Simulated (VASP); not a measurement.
# CdS (Hawleyite) (F-43m) in VASP: notebook, part 2 of 2

VASP 6.6.1.

### 6 Single point, PBE

This run uses another cell than the first one, of 26.30 Å³/atom, 1.082 times its volume.

INCAR reads:

```
SYSTEM = CdS
PREC = Accurate ; ENCUT = 520
EDIFF = 1E-7 ; ISMEAR = 0
SIGMA = 0.01 ; LREAL = .FALSE.
LASPH = .TRUE. ; NELM = 60
ALGO = Normal ; ISIF = 2
LWAVE = .FALSE. ; LCHARG = .FALSE.
GGA = PE ; NBANDS = 16
```

KPOINTS reads:

```
regular mesh
0
G
  6 6 6
  0 0 0
```

POSCAR reads:

```
CdS
1.0
    0.0000000000      2.9737007966      2.9737007966
    2.9737007966      0.0000000000      2.9737007966
    2.9737007966      2.9737007966      0.0000000000
Cd S
1 1
Direct
    0.0000000000      0.0000000000      0.0000000000
    0.2500000000      0.2500000000      0.2500000000
```

Potentials or basis: VASP PAW PBE potentials, release 64 (Cd, S).

Launch:

```console
> cat potpaw_PBE.64/Cd/POTCAR potpaw_PBE.64/S/POTCAR > POTCAR
> mpirun -np 1 vasp_std > vasp.out
```

OUTCAR:

```text
SYSTEM = CdS
   PREC = Accurate
   ENCUT = 520
   EDIFF = 1E-7
   ISMEAR = 0
   LREAL = .FALSE.
   LASPH = .TRUE.
   NELM = 60
   ISIF = 2
   GGA = PE

 ion  position               nearest neighbor table
   1  0.000  0.000  0.000-   2 2.58   2 2.58   2 2.58   2 2.58
   2  0.250  0.250  0.250-   1 2.58   1 2.58   1 2.58   1 2.58

  LATTYP: Found a face centered cubic cell.
 ALAT       =     5.9474015932

  Lattice vectors:

 A1 = (   0.0000000000,   2.9737007966,   2.9737007966)
 A2 = (   2.9737007966,   0.0000000000,   2.9737007966)
 A3 = (   2.9737007966,   2.9737007966,   0.0000000000)

Analysis of symmetry for initial positions (statically):
=====================================================================
 Subroutine PRICEL returns:
 Original cell was already a primitive cell.

 Routine SETGRP: Setting up the symmetry group for a
 face centered cubic supercell.

 Subroutine GETGRP returns: Found 24 space group operations
 (whereof 24 operations were pure point group operations)
 out of a pool of 48 trial point group operations.

The static configuration has the point symmetry T_d .

Analysis of symmetry for dynamics (positions and initial velocities):
=====================================================================
 Subroutine PRICEL returns:
 Original cell was already a primitive cell.

 Routine SETGRP: Setting up the symmetry group for a
 face centered cubic supercell.

 Subroutine GETGRP returns: Found 24 space group operations
 (whereof 24 operations were pure point group operations)
 out of a pool of 48 trial point group operations.

The dynamic configuration has the point symmetry T_d .

 Subroutine INISYM returns: Found 24 space group operations
 (whereof 24 operations are pure point group operations),
 and found     1 'primitive' translations

----------------------------------------------------------------------------------------

[... 101 lines left out ...]
   IMIX   =      4    mixing-type and parameters
     AMIX     =   0.40;   BMIX     =  1.00
     AMIX_MAG =   1.60;   BMIX_MAG =  1.00
  volume/ion in A,a.u.               =      26.30       177.46
  Fermi-wavevector in a.u.,A,eV,Ry     =   1.145140  2.164000 17.841925  1.311344
  Thomas-Fermi vector in A             =   2.281829
   LORBIT       =      0    0 simple, 1 ext, 2 COOP (PROOUT), +10 PAW based schemes
   GGA     = PE    functional components
   LHFCALC =     F    Hartree Fock is set to
   AEXX    =    0.0000 exact exchange contribution
   IVDW    =     0    specifies the selected vdW correction
   LEPSILON=     F    determine dielectric tensor
   LRPA    =     F    only Hartree local field effects (RPA)
 non-spin polarized calculation
 Gauss-broadening in eV      SIGMA  =   0.01
  energy-cutoff  :      520.00
  volume of cell :       52.59
 maximum number of plane-waves:      1430
   NGX = 15   NGY = 15   NGZ = 15

 number of electron      17.9999999 magnetization

 Free energy of the ion-electron system (eV)
  ---------------------------------------------------
  ext. energy  EPLUGINS =         0.00000000
  ---------------------------------------------------
  free energy    TOTEN  =        -6.14520246 eV

  energy without entropy =       -6.14520246  energy(sigma->0) =       -6.14520246

 E-fermi :   0.8898     XC(G=0):  -8.8787

 val. band max:        0.8359768877   @ k =   0.0000   0.0000   0.0000
 cond. band min:       1.8545713645   @ k =   0.0000   0.0000   0.0000
 fundamental gap:      1.0185944768
 Fermi energy:         0.8898087940

 k-point     1 :       0.0000    0.0000    0.0000
  band No.  band energies     occupation
      1     -11.1936      2.00000
      2      -6.7031      2.00000
      3      -6.7031      2.00000
      4      -6.7031      2.00000
      5      -6.2990      2.00000
      6      -6.2990      2.00000
[... 281 lines left out ...]
      3      -6.4738      2.00000
      4      -6.3628      2.00000
      5      -6.2627      2.00000
      6      -5.7927      2.00000
[... 8 lines left out ...]
     15      13.8561      0.00000
     16      13.9456      0.00000

------------------------ aborting loop because EDIFF is reached ----------------------------------------

  FORCE on cell =-STRESS in cart. coord.  units (eV):
  Direction    XX          YY          ZZ          XY          YZ          ZX
  --------------------------------------------------------------------------------------
  -------------------------------------------------------------------------------------
  Total       -0.0867152     -0.0867152     -0.0867152      0.0000000     -0.0000000     -0.0000000
  in kB       -2.6417022     -2.6417022     -2.6417022      0.0000000     -0.0000000     -0.0000000
  external PRESSURE =      -2.6417022 kB  Pullay stress =       0.0000000 kB

 VOLUME and BASIS-vectors are now :
 -----------------------------------------------------------------------------
  energy-cutoff  :      520.00
  volume of cell :       52.59
      direct lattice vectors                 reciprocal lattice vectors
     0.000000000  2.973700797  2.973700797    -0.168140655  0.168140655  0.168140655
     2.973700797  0.000000000  2.973700797     0.168140655 -0.168140655  0.168140655
     2.973700797  2.973700797  0.000000000     0.168140655  0.168140655 -0.168140655

 POSITION                                       TOTAL-FORCE (eV/Angst)
 -----------------------------------------------------------------------------------
      0.00000      0.00000      0.00000        -0.000000      0.000000     -0.000000
      1.48685      1.48685      1.48685         0.000000     -0.000000      0.000000
 -----------------------------------------------------------------------------------
    total drift:                               -0.000000     -0.000000     -0.000000

  FREE ENERGIE OF THE ION-ELECTRON SYSTEM (eV)
  ---------------------------------------------------
  free  energy   TOTEN  =        -6.1452024626 eV

  energy  without entropy=       -6.1452024626  energy(sigma->0) =       -6.14520246
```

It took 11 s on 1 thread of Intel Xeon Platinum 8259CL at 2.50GHz (Skylake/Cascade Lake), shared host; peak memory 0.18 GiB.

What came out:

```
Free energy            : -6.1452 eV
Pressure               : -0.3 GPa
Band gap on the k mesh : 1.02 eV, direct
```

### 7 The runs side by side

```csv
cell,gap on the mesh (eV),pressure (GPa)
"a = 4.097 Å, angles 60.0°, 2 atoms",1.19,4.6
"a = 4.125 Å, angles 60.0°, 2 atoms",1.15,3.2
"a = 4.152 Å, angles 60.0°, 2 atoms",1.10,1.9
"a = 4.179 Å, angles 60.0°, 2 atoms",1.06,0.8
"a = 4.205 Å, angles 60.0°, 2 atoms",1.02,-0.3
```

Alike in all rows: task single point; level PBE; potentials or basis VASP PAW PBE potentials, release 64 (Cd, S); no spin polarisation; k mesh 6 × 6 × 6; cutoff (eV) 520; smearing gaussian 0.01 eV.

Total energies depend on the potentials used, so only differences within one code and one set of settings carry meaning.
